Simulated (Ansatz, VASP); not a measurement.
**Ta2Tl: VASP beside Ansatz**

Contents of INCAR:

```
SYSTEM = Ta2Tl
PREC = Accurate
ENCUT = 520
EDIFF = 1E-6
ISMEAR = 0
SIGMA = 0.1
LREAL = .False.
LASPH = .True.
NELM = 80
ALGO = Fast
ISIF = 2
LWAVE = .False.
LCHARG = .True.
GGA = PE
LELF = .True.
LVHAR = .True.
NBANDS = 44
```

File KPOINTS:

```
regular mesh
0
Gamma
  6 6 2
  0 0 0
```

File POSCAR:

```
Ta2Tl
1.0
    3.6838628000      0.0000000000      0.0000000000
   -1.8419314000      3.1903187700      0.0000000000
    0.0000000000      0.0000000000      9.4707400500
Ta Tl
4 2
Direct
    0.6666666700      0.3333333300      0.4522036600
    0.3333333300      0.6666666700      0.9522036600
    0.6666666700      0.3333333300      0.0477963400
    0.3333333300      0.6666666700      0.5477963400
    0.6666666700      0.3333333300      0.7500000000
    0.3333333300      0.6666666700      0.2500000000
```

Input for Ansatz:

```yaml
crystal:
  lattice:
    - [3.6838628, 0.0, 0.0]
    - [-1.8419314, 3.19031877, 0.0]
    - [0.0, 0.0, 9.47074005]
  atoms:
    - { symbol: Ta, position: [0.66666667, 0.33333333, 0.45220366] }
    - { symbol: Ta, position: [0.33333333, 0.66666667, 0.95220366] }
    - { symbol: Ta, position: [0.66666667, 0.33333333, 0.04779634] }
    - { symbol: Ta, position: [0.33333333, 0.66666667, 0.54779634] }
    - { symbol: Tl, position: [0.66666667, 0.33333333, 0.75] }
    - { symbol: Tl, position: [0.33333333, 0.66666667, 0.25] }
basis:
  ecutwfc: 420
kpoints:
  mp_grid: { grid: [6, 6, 2] }
hamiltonian:
  xc: pbe
scf:
  occupations: { method: gaussian, width: 0.1 }
  lower_state_search: "off"
output:
  forces: true
  stress: true
  eigenvalues: true
```

Change from the starting cell: species swapped into the ReB2 type (P6_3/mmc, No. 194).

Alike in both runs: task single point; functional PBE; k mesh 6 × 6 × 2; occupations gaussian, width 0.1 eV; no spin polarisation.

|  | VASP | Ansatz |
| --- | --- | --- |
| version | VASP 6.6.1 | Ansatz 0.2.0 |
| potentials or method | VASP PAW PBE potentials, release 64 (Ta_pv, Tl_d), cutoff 520 eV | scalar-relativistic, plane waves, PAW |
| valence electrons in the cell | 70 | 78 |

Ansatz gave:

| Property | Result |
| --- | --- |
| gap on the k mesh at the Fermi level (eV) | none |
| rms of the force components (eV/Å) | 2.577 |

What did VASP give for the same quantities?

gap on the k mesh at the Fermi level (eV): none; rms of the force components (eV/Å): 2.630.

Atom by atom the forces differ by 0.053 eV/Å (rms over components). A gap of «none» marks a metal or a gap that the smearing closes. VASP's potentials hold 70 valence electrons a cell and Ansatz's 78, so a difference there can come from the potentials and not from the codes.

Spin-orbit coupling is off throughout.
